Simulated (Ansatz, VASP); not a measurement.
## Two plane-wave programs on HfO2

INCAR

```
ALGO = Normal
EDIFF = 1E-6
ENCUT = 520
GGA = PS
ISIF = 2
ISMEAR = 0
LASPH = True
LCHARG = True
LELF = True
LREAL = False
LVHAR = True
LWAVE = False
NBANDS = 18
NELM = 60
PREC = Accurate
SIGMA = 0.05
```

Contents of KPOINTS:

```
k-points
0
Gamma
  8 8 8
```

File POSCAR:

```
HfO2
1.0
    0.0000000000      2.4806777111      2.4806777111
    2.4806777111      0.0000000000      2.4806777111
    2.4806777111      2.4806777111      0.0000000000
Hf O
1 2
Direct
    0.0000000000      0.0000000000      0.0000000000
    0.2500000000      0.2500000000      0.2500000000
    0.7500000000      0.7500000000      0.7500000000
```

Input for Ansatz:

```yaml
crystal:
  lattice:
    - [0.0, 2.4806777111, 2.4806777111]
    - [2.4806777111, 0.0, 2.4806777111]
    - [2.4806777111, 2.4806777111, 0.0]
  atoms:
    - { symbol: Hf, position: [0.0, 0.0, 0.0] }
    - { symbol: O, position: [0.25, 0.25, 0.25] }
    - { symbol: O, position: [0.75, 0.75, 0.75] }
basis:
  ecutwfc: 520.0
kpoints:
  mp_grid: { grid: [8, 8, 8] }
hamiltonian:
  xc: pbesol
scf:
  occupations: { method: gaussian, width: 0.05 }
output:
  forces: true
  stress: true
  eigenvalues: true
```

Alike in both runs: task single point; functional PBEsol; k mesh 8 × 8 × 8; occupations gaussian, width 0.05 eV; no spin polarisation.

|  | VASP | Ansatz |
| --- | --- | --- |
| version | VASP 6.6.1 | Ansatz 0.2.0 |
| potentials or method | VASP PAW PBE potentials, release 64 (Hf_pv, O), cutoff 520 eV | scalar-relativistic, plane waves, PAW |
| valence electrons in the cell | 22 | 38 |

```csv
,VASP,Ansatz,Ansatz less VASP
gap on the k mesh at the Fermi level (eV),3.84,3.80,-0.037
least direct gap on the mesh (eV),3.84,3.80,-0.037
pressure (GPa),10.4,14.5,+4.11
```

VASP's potentials were made for PBE, not for PBEsol. One of these differences is far larger than is usual between the two programs; its cause wasn't traced. With one functional, cell and mesh, what is left measures potentials, basis and numerics. VASP's potentials hold 22 valence electrons a cell and Ansatz's 38, so a difference there can come from the potentials and not from the codes.

Spin-orbit coupling is off throughout.
